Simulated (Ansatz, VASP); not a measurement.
## One calculation of Cu3N, two programs

INCAR

```
ALGO     = Normal         # electronic algorithm
EDIFF    = 1E-6           # SCF threshold, eV
ENCUT    = 600            # plane-wave cutoff, eV
GGA      = PE             # functional
GGA_COMPAT= False        
ISIF     = 2              # what is computed and relaxed
ISMEAR   = 0              # smearing method
LASPH    = True           # aspherical terms in the spheres
LCHARG   = False          # write CHGCAR
LREAL    = False          # projectors in reciprocal space
LWAVE    = False          # write WAVECAR
NBANDS   = 27             # bands
NELM     = 120            # most SCF steps
PREC     = Accurate       # precision mode
SIGMA    = 0.01           # smearing width, eV
```

The input KPOINTS:

```
k-points
0
Gamma
  10 10 10
```

The input POSCAR:

```
Cu3N
1.0
    3.8652785133      0.0000000000      0.0000000000
    0.0000000000      3.8652785133      0.0000000000
    0.0000000000      0.0000000000      3.8652785133
Cu N
3 1
Direct
    0.5000000000      0.0000000000      0.0000000000
    0.0000000000      0.5000000000      0.0000000000
    0.0000000000      0.0000000000      0.5000000000
    0.0000000000      0.0000000000      0.0000000000
```

Input for Ansatz:

```yaml
crystal:
  lattice:
    - [3.8652785133, 0.0, 0.0]
    - [0.0, 3.8652785133, 0.0]
    - [0.0, 0.0, 3.8652785133]
  atoms:
    - { symbol: Cu, position: [0.5, 0.0, 0.0] }
    - { symbol: Cu, position: [0.0, 0.5, 0.0] }
    - { symbol: Cu, position: [0.0, 0.0, 0.5] }
    - { symbol: "N", position: [0.0, 0.0, 0.0] }
basis:
  ecutwfc: 420
kpoints:
  mp_grid: { grid: [10, 10, 10] }
  band_path: { path: [VBM, CBM], npoints: 2 }
hamiltonian:
  xc: pbe
scf:
  occupations: { method: gaussian, width: 0.01 }
output:
  forces: true
  stress: true
  eigenvalues: true
checkpoint:
  read: start.run
  write: ck
  compress: false
  write_wavefunctions: false
  write_every: 100000
```

Alike in both runs: task single point; functional PBE; k mesh 10 × 10 × 10; occupations gaussian, width 0.01 eV; no spin polarisation.

```csv
,VASP,Ansatz
version,VASP 6.6.1,Ansatz 0.2.0
potentials or method,"VASP PAW PBE potentials, release 64 (Cu, N), cutoff 600 eV","scalar-relativistic, plane waves, PAW"
valence electrons in the cell,38,62
```

```tsv
	VASP	Ansatz	Ansatz less VASP
gap on the k mesh at the Fermi level (eV)	0.34	0.32	-0.024
least direct gap on the mesh (eV)	0.87	0.84	-0.027
pressure (GPa)	-2.5	-3.2	-0.76
```

VASP's potentials hold 38 valence electrons a cell and Ansatz's 62, so a difference there can come from the potentials and not from the codes.
